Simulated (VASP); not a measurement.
A run of VASP 6.6.1 is set up as follows.

Contents of INCAR:

```
ALGO     = Normal         # electronic algorithm
EDIFF    = 1E-7           # SCF threshold, eV
EDIFFG   = -0.001         # ionic threshold
ENCUT    = 500            # plane-wave cutoff, eV
GGA      = PE             # functional
GGA_COMPAT= False        
IBRION   = 2              # ionic algorithm
ISIF     = 3              # what is computed and relaxed
ISMEAR   = -1             # smearing method
LASPH    = True           # aspherical terms in the spheres
LCHARG   = False          # write CHGCAR
LREAL    = False          # projectors in reciprocal space
LWAVE    = False          # write WAVECAR
NELM     = 120            # most SCF steps
NELMIN   = 4            
NSW      = 80             # ionic steps
PREC     = Accurate       # precision mode
SIGMA    = 0.15           # smearing width, eV
```

File KPOINTS:

```
k-points
0
Gamma
  18 18 10
```

Contents of POSCAR:

```
Ru
1.0
    2.7200250908      0.0000000000      0.0000000000
   -1.3600125454      2.3556108275      0.0000000000
    0.0000000000      0.0000000000      4.2967694966
Ru
2
Direct
    0.3333333333      0.6666666667      0.2500000000
    0.6666666667      0.3333333333      0.7500000000
```

Potentials or basis: VASP PAW PBE potentials, release 64 (Ru_pv).

Run with:

```bash
$ cat potpaw_PBE.64/Ru_pv/POTCAR > POTCAR
$ mpirun -np 1 vasp_std > vasp.out
```

What does it give for the relaxed cell?

a = 2.722 Å, b = 2.722 Å, c = 4.297 Å, α = 90.00°, β = 90.00°, γ = 120.00°.

What does it give for the relaxed volume?

13.79 Å³/atom.

What does it give for the space group after relaxing (to 0.05 Å)?

P6_3/mmc (No. 194).

Predict the band gap on the k mesh.

zero (band 14 reaches 14.02 eV, above the bottom of band 15 at 10.96 eV).

Final structure:
```yaml
crystal:
  lattice:
    - [2.72198, 0.00000, 0.00000]
    - [-1.36099, 2.35730, 0.00000]
    - [0.00000, 0.00000, 4.29710]
  atoms:
    - { symbol: Ru, position: [0.33333, 0.66667, 0.25000] }
    - { symbol: Ru, position: [0.66667, 0.33333, 0.75000] }
```
